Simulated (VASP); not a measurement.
# MgS (Niningerite) (Fm-3m) in VASP: a series of runs

Aim: see how the results for MgS (Niningerite) move with the level of theory and the settings. Levels: PBE, r2SCAN. Tasks: single point.

Program: VASP 6.6.1. These are calculated values, not measurements. Logs are shortened: lines on timing, memory, paths and dates and some standing lists are left out, and cuts for length are marked.

## (1) The cell of the first run

It takes space group Fm-3m (No. 225, cubic). The conventional cell has a = 5.203 Å, b = 5.203 Å, c = 5.203 Å, α = 90.00°, β = 90.00°, γ = 90.00°. Mg (site symmetry m-3m) has 6 S at 2.60 Å within 3.4 Å. Within 3.4 Å of S (site symmetry m-3m) lie 6 Mg at 2.60 Å.

## (2) Single point, PBE

INCAR

```
PREC = Accurate
ENCUT = 520
EDIFF = 1E-6
ISMEAR = 0
SIGMA = 0.01
LREAL = F
LASPH = T
NELM = 80
ALGO = Normal
ISIF = 2
LWAVE = F
LCHARG = F
GGA = PE
NBANDS = 11
```

KPOINTS

```
Automatic mesh
0
Gamma
  8 8 8
```

POSCAR

```
MgS
1.0
    0.0000000000      2.6015177399      2.6015177399
    2.6015177399      0.0000000000      2.6015177399
    2.6015177399      2.6015177399      0.0000000000
Mg S
1 1
Direct
    0.0000000000      0.0000000000      0.0000000000
    0.5000000000      0.5000000000      0.5000000000
```

Potentials or basis: VASP PAW PBE potentials, release 64 (Mg, S).

Run with:

```console
$ cat potpaw_PBE.64/Mg/POTCAR potpaw_PBE.64/S/POTCAR > POTCAR
$ mpirun -np 1 vasp_std > vasp.out
```

OUTCAR:

```text
PREC = Accurate
   ENCUT = 520
   EDIFF = 1E-6
   ISMEAR = 0
   LREAL = F
   LASPH = T
   NELM = 80
   ISIF = 2
   GGA = PE

 ion  position               nearest neighbor table
   1  0.000  0.000  0.000-   2 2.60   2 2.60   2 2.60   2 2.60   2 2.60   2 2.60
   2  0.500  0.500  0.500-   1 2.60   1 2.60   1 2.60   1 2.60   1 2.60   1 2.60

  LATTYP: Found a face centered cubic cell.
 ALAT       =     5.2030354798

  Lattice vectors:

 A1 = (   0.0000000000,   2.6015177399,   2.6015177399)
 A2 = (   2.6015177399,   0.0000000000,   2.6015177399)
 A3 = (   2.6015177399,   2.6015177399,   0.0000000000)

Analysis of symmetry for initial positions (statically):
=====================================================================
 Subroutine PRICEL returns:
 Original cell was already a primitive cell.

 Routine SETGRP: Setting up the symmetry group for a
 face centered cubic supercell.

 Subroutine GETGRP returns: Found 48 space group operations
 (whereof 48 operations were pure point group operations)
 out of a pool of 48 trial point group operations.

The static configuration has the point symmetry O_h .

Analysis of symmetry for dynamics (positions and initial velocities):
=====================================================================
 Subroutine PRICEL returns:
 Original cell was already a primitive cell.

 Routine SETGRP: Setting up the symmetry group for a
 face centered cubic supercell.

 Subroutine GETGRP returns: Found 48 space group operations
 (whereof 48 operations were pure point group operations)
 out of a pool of 48 trial point group operations.

The dynamic configuration has the point symmetry O_h .

 Subroutine INISYM returns: Found 48 space group operations
 (whereof 48 operations are pure point group operations),
 and found     1 'primitive' translations

----------------------------------------------------------------------------------------

                                     Primitive cell

  volume of cell :      35.2136

  direct lattice vectors                    reciprocal lattice vectors
     0.000000000  2.601517740  2.601517740    -0.192195499  0.192195499  0.192195499
     2.601517740  0.000000000  2.601517740     0.192195499 -0.192195499  0.192195499
     2.601517740  2.601517740  0.000000000     0.192195499  0.192195499 -0.192195499

  length of vectors
     3.679101671  3.679101671  3.679101671     0.332892369  0.332892369  0.332892369

  position of ions in fractional coordinates (direct lattice)
     0.000000000  0.000000000  0.000000000
     0.500000000  0.500000000  0.500000000

  ion indices of the primitive-cell ions
   primitive index   ion index
                 1           1
                 2           2

----------------------------------------------------------------------------------------

 KPOINTS: Automatic mesh

Automatic generation of k-mesh.
 Grid dimensions read from file:
 generate k-points for:    8    8    8

 Generating k-lattice:

  Cartesian coordinates                     Fractional coordinates (reciprocal lattice)
    -0.024024437  0.024024437  0.024024437     0.125000000  0.000000000  0.000000000
     0.024024437 -0.024024437  0.024024437     0.000000000  0.125000000  0.000000000
     0.024024437  0.024024437 -0.024024437     0.000000000  0.000000000  0.125000000

  Length of vectors
     0.041611546  0.041611546  0.041611546

  Shift w.r.t. Gamma in fractional coordinates (k-lattice)
     0.000000000  0.000000000  0.000000000

 Subroutine IBZKPT returns following result:
 ===========================================

 Found     29 irreducible k-points:

 Following reciprocal coordinates:
            Coordinates               Weight
  0.000000  0.000000  0.000000      1.000000
  0.125000  0.000000  0.000000      8.000000
  0.250000  0.000000  0.000000      8.000000
  0.375000  0.000000  0.000000      8.000000
  0.500000  0.000000  0.000000      4.000000
  0.125000  0.125000  0.000000      6.000000
[... 16 lines left out ...]
  0.500000  0.250000  0.125000     48.000000
 -0.375000  0.250000  0.125000     24.000000
 [... further k-points ...]
   k-points           NKPTS =     29   k-points in BZ     NKDIM =     29   number of bands    NBANDS=     11
   number of dos      NEDOS =    301   number of ions     NIONS =      2
   total plane-waves  NPLWV =  21952
   dimension x,y,z NGX =    28 NGY =   28 NGZ =   28
   dimension x,y,z NGXF=    56 NGYF=   56 NGZF=   56
   ions per type =               1   1
   NGX,Y,Z   is equivalent  to a cutoff of  12.65, 12.65, 12.65 a.u.
   NGXF,Y,Z  is equivalent  to a cutoff of  25.30, 25.30, 25.30 a.u.
 SYSTEM =  unknown system
   PREC   = accura    normal or accurate (medium, high low for compatibility)
   ISTART =      0    job   : 0-new  1-cont  2-samecut
   ICHARG =      2    charge: 1-file 2-atom 10-const
   ISPIN  =      1    spin polarized calculation?
   LNONCOLLINEAR =      F non collinear calculations
   LSORBIT =      F    spin-orbit coupling
   LASPH  =      T    aspherical Exc in radial PAW
   ENCUT  =  520.0 eV  38.22 Ry    6.18 a.u.   6.84  6.84  6.84*2*pi/ulx,y,z
   NELM   =     80;   NELMIN=  2; NELMDL= -5     # of ELM steps
   EDIFF  = 0.1E-05   stopping-criterion for ELM
   LREAL  =      F    real-space projection
   EDIFFG = 0.1E-04   stopping-criterion for IOM
   NSW    =      0    number of steps for IOM
   IBRION =     -1    ionic relax: 0-MD 1-quasi-New 2-CG
   NFREE  =      0    steps in history (QN), initial steepest desc. (CG)
   ISIF   =      2    stress and relaxation
   ISYM   =      2    0-nonsym 1-usesym 2-fastsym
   POTIM  = 0.5000    time-step for ionic-motion
   TEBEG  =    0.0;   TEEND  =   0.0 temperature during run
   PSTRESS=    0.0 pullay stress
   NELECT =       8.0000    total number of electrons
   NUPDOWN=      -1.0000    fix difference up-down
   EMIN   =  10.00;   EMAX   =-10.00  energy-range for DOS
   EFERMI =   0.00;   METHOD = LEGACY
   ISMEAR =     0;   SIGMA  =   0.01  broadening in eV -4-tet -1-fermi 0-gaus
   EFERMI_NEDOS =   21; number of points for ismear=-14 and -15
   IALGO  =     38    algorithm
   IMIX   =      4    mixing-type and parameters
     AMIX     =   0.40;   BMIX     =  1.00
     AMIX_MAG =   1.60;   BMIX_MAG =  1.00
  volume/ion in A,a.u.               =      17.61       118.82
  Fermi-wavevector in a.u.,A,eV,Ry     =   0.998929  1.887702 13.576703  0.997860
  Thomas-Fermi vector in A             =   2.131185
   LORBIT       =      0    0 simple, 1 ext, 2 COOP (PROOUT), +10 PAW based schemes
   GGA     = PE    functional components
   LHFCALC =     F    Hartree Fock is set to
   AEXX    =    0.0000 exact exchange contribution
   IVDW    =     0    specifies the selected vdW correction
   LEPSILON=     F    determine dielectric tensor
   LRPA    =     F    only Hartree local field effects (RPA)
 non-spin polarized calculation
 Gauss-broadening in eV      SIGMA  =   0.01
  energy-cutoff  :      520.00
  volume of cell :       35.21
 maximum number of plane-waves:       960
   NGX = 13   NGY = 13   NGZ = 13

 number of electron       8.0000000 magnetization

 Free energy of the ion-electron system (eV)
  ---------------------------------------------------
  ext. energy  EPLUGINS =         0.00000000
  ---------------------------------------------------
  free energy    TOTEN  =        -8.50184961 eV

  energy without entropy =       -8.50184961  energy(sigma->0) =       -8.50184961

 E-fermi :   3.8057     XC(G=0):  -9.6889

 val. band max:        3.7265378306   @ k =   0.0000   0.0000   0.0000
 cond. band min:       6.5023416623   @ k =   0.5000   0.5000   0.0000
 fundamental gap:      2.7758038317
 Fermi energy:         3.8056595013

 k-point     1 :       0.0000    0.0000    0.0000
  band No.  band energies     occupation
      1      -8.9411      2.00000
      2       3.7265      2.00000
      3       3.7265      2.00000
      4       3.7265      2.00000
      5       7.4379      0.00000
      6      11.6811      0.00000
      7      11.6811      0.00000
      8      11.6811      0.00000
      9      14.0765      0.00000
     10      14.0765      0.00000
     11      16.2651      0.00000

 k-point     2 :       0.1250    0.0000    0.0000
  band No.  band energies     occupation
      1      -8.7901      2.00000
      2       2.6790      2.00000
      3       3.6256      2.00000
      4       3.6256      2.00000
      5       8.2395      0.00000
      6      11.3638      0.00000
      7      11.9286      0.00000
      8      11.9286      0.00000
      9      13.4418      0.00000
     10      13.4418      0.00000
     11      16.4250      0.00000

 k-point     3 :       0.2500    0.0000    0.0000
  band No.  band energies     occupation
      1      -8.3815      2.00000
      2       0.9199      2.00000
      3       3.4054      2.00000
      4       3.4054      2.00000
      5       8.6874      0.00000
      6      11.5471      0.00000
      7      11.5471      0.00000
      8      12.0302      0.00000
      9      14.0182      0.00000
     10      14.0182      0.00000
     11      15.6183      0.00000

 k-point     4 :       0.3750    0.0000    0.0000
  band No.  band energies     occupation
      1      -7.8830      2.00000
      2      -0.5240      2.00000
      3       3.2114      2.00000
      4       3.2114      2.00000
      5       8.4143      0.00000
      6      10.8810      0.00000
      7      10.8810      0.00000
      8      13.4927      0.00000
      9      15.3173      0.00000
     10      15.9777      0.00000
     11      15.9777      0.00000

 k-point     5 :       0.5000    0.0000    0.0000
  band No.  band energies     occupation
      1      -7.6355      2.00000
      2      -1.1028      2.00000
      3       3.1372      2.00000
      4       3.1372      2.00000
      5       8.2751      0.00000
      6      10.6344      0.00000
      7      10.6344      0.00000
      8      13.8423      0.00000
      9      15.8817      0.00000
     10      18.1142      0.00000
     11      18.1142      0.00000
[... 211 lines left out ...]
 k-point    21 :       0.5000    0.5000    0.0000
  band No.  band energies     occupation
      1      -7.2643      2.00000
      2      -0.4667      2.00000
      3       2.0442      2.00000
      4       2.0442      2.00000
      5       6.5023      0.00000
      6       8.1218      0.00000
      7      15.7322      0.00000
      8      16.5464      0.00000
      9      17.1005      0.00000
     10      17.1005      0.00000
     11      19.5661      0.00000

 k-point    22 :       0.3750    0.2500    0.1250
  band No.  band energies     occupation
      1      -8.0618      2.00000
      2       0.6566      2.00000
      3       2.2731      2.00000
      4       3.0522      2.00000
      5       9.5215      0.00000
      6      10.2215      0.00000
      7      10.8205      0.00000
      8      12.9244      0.00000
      9      13.8581      0.00000
     10      16.6979      0.00000
     11      18.6137      0.00000

 k-point    23 :       0.5000    0.2500    0.1250
  band No.  band energies     occupation
      1      -7.6409      2.00000
      2      -0.1841      2.00000
      3       1.7353      2.00000
      4       2.7392      2.00000
      5       9.3460      0.00000
      6      10.1197      0.00000
      7      11.5401      0.00000
      8      12.7238      0.00000
      9      15.3898      0.00000
     10      17.9973      0.00000
     11      18.6289      0.00000

 k-point    24 :      -0.3750    0.2500    0.1250
  band No.  band energies     occupation
      1      -7.4397      2.00000
      2      -0.5766      2.00000
      3       1.5918      2.00000
      4       2.5780      2.00000
      5       9.2980      0.00000
      6       9.8369      0.00000
      7      12.1449      0.00000
      8      13.1479      0.00000
      9      15.9936      0.00000
     10      17.0265      0.00000
     11      19.2883      0.00000

 [... further k-points ...]
[... 5 lines left out ...]
  --------------------------------------------------------------------------------------
  -------------------------------------------------------------------------------------
  Total        0.1919195      0.1919195      0.1919195     -0.0000000      0.0000000     -0.0000000
  in kB        8.7321139      8.7321139      8.7321139     -0.0000000      0.0000000     -0.0000000
  external PRESSURE =       8.7321139 kB  Pullay stress =       0.0000000 kB

 VOLUME and BASIS-vectors are now :
 -----------------------------------------------------------------------------
  energy-cutoff  :      520.00
  volume of cell :       35.21
      direct lattice vectors                 reciprocal lattice vectors
     0.000000000  2.601517740  2.601517740    -0.192195499  0.192195499  0.192195499
     2.601517740  0.000000000  2.601517740     0.192195499 -0.192195499  0.192195499
     2.601517740  2.601517740  0.000000000     0.192195499  0.192195499 -0.192195499

 POSITION                                       TOTAL-FORCE (eV/Angst)
 -----------------------------------------------------------------------------------
      0.00000      0.00000      0.00000         0.000000     -0.000000      0.000000
      2.60152      2.60152      2.60152        -0.000000      0.000000     -0.000000
 -----------------------------------------------------------------------------------
    total drift:                                0.000000      0.000000      0.000000

  FREE ENERGIE OF THE ION-ELECTRON SYSTEM (eV)
  ---------------------------------------------------
  free  energy   TOTEN  =        -8.5018496124 eV

  energy  without entropy=       -8.5018496124  energy(sigma->0) =       -8.50184961
```

Run time: 7.6 s. Hardware: 1 thread of Intel Xeon Platinum 8488C (Sapphire Rapids), shared host; peak memory 0.16 GiB.

What came out:

```yaml
Free_energy: -8.5018 eV
Pressure: 0.9 GPa
Band_gap_on_the_k_mesh: 2.78 eV, indirect (least direct gap 3.71 eV)
```

Levels at points of the mesh, in eV from the valence-band top:
```
           k point  band 2  band 3  band 4  band 5  band 6  band 7
(0.00, 0.00, 0.00)    0.00    0.00    0.00    3.71    7.95    7.95
(0.50, 0.00, 0.00)   -4.83   -0.59   -0.59    4.55    6.91    6.91
(0.50, 0.50, 0.00)   -4.19   -1.68   -1.68    2.78    4.40   12.01
```

A k mesh can miss the band edges. Expect the measured gap to be larger: semilocal functionals such as PBE lack the derivative discontinuity.

(Part 1 of 2 ends here.)
